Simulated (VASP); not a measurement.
## Ag: single point with PBE+D3(BJ)

The system is Ag.

```xyz
1
Lattice="0.0000 2.0828 2.0828 2.0828 0.0000 2.0828 2.0828 2.0828 0.0000" Properties=species:S:1:pos:R:3 pbc="T T T"
Ag    0.0000    0.0000    0.0000
```

* Program: VASP 6.6.1
* Task: single point
* Functional: PBE
* Dispersion: D3(BJ)
* Potentials or basis: VASP PAW PBE potentials, release 64 (Ag)
* Cutoff: 520 eV
* k mesh: 11 × 11 × 11
* Occupations: fermi-dirac, width 0.05 eV
* Spin: no spin polarisation
* Dipole correction: no
* Further INCAR settings: ALGO = Fast; EDIFF = 1e-07; NBANDS = 12

| Item | Value |
| --- | --- |
| Pressure | -6.4 GPa |
| Dispersion energy per atom | -0.555 eV |

Levels at points of the mesh, in eV from the Fermi level:
```tsv
k point	band 2	band 3	band 4	band 5	band 6	band 7	band 8	band 9	band 10	band 11
(0.00, 0.00, 0.00)	-4.88	-4.88	-4.88	-3.95	-3.95	15.61	18.85	18.85	18.85	23.52
```

Wall time 10 s on 1 thread of AMD EPYC 7R13 Processor (Zen 3) (shared host), peak memory 0.12 GiB.

Caveat: pairwise dispersion overbinds metals, which lowers pressure and volume.
